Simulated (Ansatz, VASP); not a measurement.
CuI: VASP beside Ansatz

Contents of INCAR:

```
SYSTEM = CuI
ALGO = Normal
EDIFF = 1E-6
ENCUT = 520
GGA = PE
ISIF = 2
ISMEAR = -1
LASPH = .TRUE.
LCHARG = .FALSE.
LREAL = .FALSE.
LWAVE = .FALSE.
NBANDS = 16
NELM = 60
PREC = Accurate
SIGMA = 0.02
```

KPOINTS

```
k-points
0
G
  8 8 8
  0 0 0
```

File POSCAR:

```
CuI
1.0
    0.0000000000      3.0120289450      3.0120289450
    3.0120289450      0.0000000000      3.0120289450
    3.0120289450      3.0120289450      0.0000000000
Cu I
1 1
Direct
    0.0000000000      0.0000000000      0.0000000000
    0.2500000000      0.2500000000      0.2500000000
```

Input for Ansatz:

```yaml
crystal:
  lattice:
    - [0.0, 3.012028945, 3.012028945]
    - [3.012028945, 0.0, 3.012028945]
    - [3.012028945, 3.012028945, 0.0]
  atoms:
    - { symbol: Cu, position: [0.0, 0.0, 0.0] }
    - { symbol: I, position: [0.25, 0.25, 0.25] }
kpoints:
  mp_grid: { grid: [8, 8, 8] }
  band_path:
    path:
      - [0.0, 0.0, 0.0]
      - [-0.5, -0.5, 0.0]
      - [-0.375, -0.375, 0.25]
      - [-0.375, 0.0, 0.375]
      - [0.0, 0.0, 0.5]
      - [-0.5, -0.25, 0.25]
    npoints: 1
hamiltonian:
  xc: pbe
scf:
  occupations: { method: fermi_dirac, width: 0.02 }
  n_extra_bands: 4
output:
  forces: true
  stress: true
  eigenvalues: true
  write_density: true
  write_potential: true
  elf: true
  volumetric_format: npy
```

Alike in both runs: task single point; functional PBE; k mesh 8 × 8 × 8; occupations fermi-dirac, width 0.02 eV; no spin polarisation.

|  | VASP | Ansatz |
| --- | --- | --- |
| version | VASP 6.6.1 | Ansatz 0.2.0 |
| potentials or method | VASP PAW PBE potentials, release 64 (Cu, I) | plane waves, PAW |
| plane-wave cutoff (eV) | 520 | 420 |
| valence electrons in the cell | 18 | 36 |

|  | VASP | Ansatz | Ansatz less VASP |
| --- | --- | --- | --- |
| gap on the k mesh at the Fermi level (eV) | 1.20 | 1.17 | -0.023 |
| pressure (GPa) | 1.1 | 1.1 | +0.01 |

The functional is the same, so the differences come from potentials, cutoffs and numerics. VASP's potentials hold 18 valence electrons a cell and Ansatz's 36, so a difference there can come from the potentials and not from the codes.

Neither program's run includes spin-orbit coupling.
